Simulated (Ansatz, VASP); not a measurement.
This is a calculation of SnSe for Ansatz 0.2.0.

The input input.yaml:

```yaml
crystal:
  lattice:
    - [0.0, 2.989798049, 2.989798049]
    - [2.989798049, 0.0, 2.989798049]
    - [2.989798049, 2.989798049, 0.0]
  atoms:
    - { symbol: Sn, position: [0.0, 0.0, 0.0] }
    - { symbol: Se, position: [0.5, 0.5, 0.5] }
hamiltonian:
  xc: { exchange: b88, correlation: pbe }
  pseudopotentials: { kind: paw }
kpoints:
  mp_grid: { grid: [8, 8, 8] }
scf:
  occupations: { method: fermi_dirac, width: 0.05 }
output:
  forces: true
  stress: true
  eigenvalues: true
```

Potentials or basis: Ansatz PAW.

Command:

```bash
$ ansatz run input.yaml --threads 2 --pin off --max-ram 5120MiB --backend cpu --events-out ev --progress --plain --runs-dir out
```

Set up the same calculation for VASP 6.6.1. Potentials there: VASP PAW PBE potentials, release 64 (Sn_d, Se).

As run (the cutoff follows the program's own potentials):

File INCAR:

```
SYSTEM = SnSe
ALGO     = Normal         ! electronic algorithm
EDIFF    = 1E-6           ! SCF threshold, eV
ENCUT    = 500            ! plane-wave cutoff, eV
GGA      = LIBXC          ! functional
GGA_COMPAT= .False.      
ISIF     = 2              ! what is computed and relaxed
ISMEAR   = -1             ! smearing method
LASPH    = .True.         ! aspherical terms in the spheres
LCHARG   = .True.         ! write CHGCAR
LELF     = .True.         ! ELF
LIBXC1   = GGA_X_B88    
LIBXC2   = GGA_C_PBE    
LREAL    = .False.        ! projectors in reciprocal space
LVHAR    = .True.       
LWAVE    = .False.        ! write WAVECAR
NBANDS   = 17             ! bands
NELM     = 120            ! most SCF steps
PREC     = Accurate       ! precision mode
SIGMA    = 0.05           ! smearing width, eV
```

Contents of KPOINTS:

```
k-points
0
Gamma
  8 8 8
  0 0 0
```

POSCAR

```
SnSe
1.0
    0.0000000000      2.9897980490      2.9897980490
    2.9897980490      0.0000000000      2.9897980490
    2.9897980490      2.9897980490      0.0000000000
Sn Se
1 1
Direct
    0.0000000000      0.0000000000      0.0000000000
    0.5000000000      0.5000000000      0.5000000000
```

Potentials or basis: VASP PAW PBE potentials, release 64 (Sn_d, Se).

Launch:

```console
$ cat potpaw_PBE.64/Sn_d/POTCAR potpaw_PBE.64/Se/POTCAR > POTCAR
$ mpirun -np 1 vasp_std > vasp.out
```

Both were run:

|  | VASP | Ansatz | Ansatz less VASP |
| --- | --- | --- | --- |
| gap on the k mesh at the Fermi level (eV) | 0.66 | 0.66 | -0.001 |
| least direct gap on the mesh (eV) | 0.66 | 0.66 | -0.001 |
| pressure (GPa) | 1.8 | 1.9 | +0.02 |

VASP's potentials were made for PBE, not for b88 exchange, pbe correlation. VASP's potentials hold 20 valence electrons a cell and Ansatz's 30, so a difference there can come from the potentials and not from the codes.
